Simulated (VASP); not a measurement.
The system is Se.

```
Se
1.0
    -2.91689    2.91689    1.59122
     2.91689   -2.91689    1.59122
     2.91689    2.91689   -1.59122
Se
2
Direct
  0.00000 0.00000 0.00000
  0.75000 0.25000 0.50000
```

```yaml
Program: VASP 6.6.1
Task: relaxation of cell and atoms
Functional: PBEsol
Potentials_or_basis: VASP PAW PBE potentials, release 64 (Se)
Cutoff: 600 eV
k_mesh: 6 × 6 × 6
Occupations: gaussian, width 0.1 eV
Spin: no spin polarisation
```

At the start: pressure -10.8 GPa; volume 27.08 Å³/atom.

Question: Where does the relaxation end?

Answer: Over 7 steps the energy falls by 238.5 meV/atom and the volume is 21.54 Å³/atom (-20.5 %); space group I4_1/amd (No. 141, to 0.1 Å) before and after.

The path:
```tsv
step	energy change (eV)	largest force (eV/Å)	pressure (GPa)	volume (Å³)
1	0.0000	0.0000	-10.81	54.15
2	-0.4486	0.0000	4.48	41.04
3	-0.4765	0.0000	0.10	43.08
4	-0.4763	0.0000	-0.26	43.28
5	-0.4769	0.0000	-0.28	43.31
6	-0.4770	0.0000	-0.28	43.33
7	-0.4771	0.0000	0.21	43.08
```

Final structure:
```yaml
crystal:
  lattice:
    - [-2.67223, 2.67223, 1.50816]
    - [2.67223, -2.67223, 1.50816]
    - [2.67223, 2.67223, -1.50816]
  atoms:
    - { symbol: Se, position: [0.00000, 0.00000, 0.00000] }
    - { symbol: Se, position: [0.75000, 0.25000, 0.50000] }
```

Caveat: the k points lie up to 0.40 Å⁻¹ apart in the final cell, too coarse for converged energies and pressures of a metal; the volume moved by over 15 % at a fixed basis, so the end points are rough; the PAW data sets were made with another functional, which shifts forces and pressure a little.
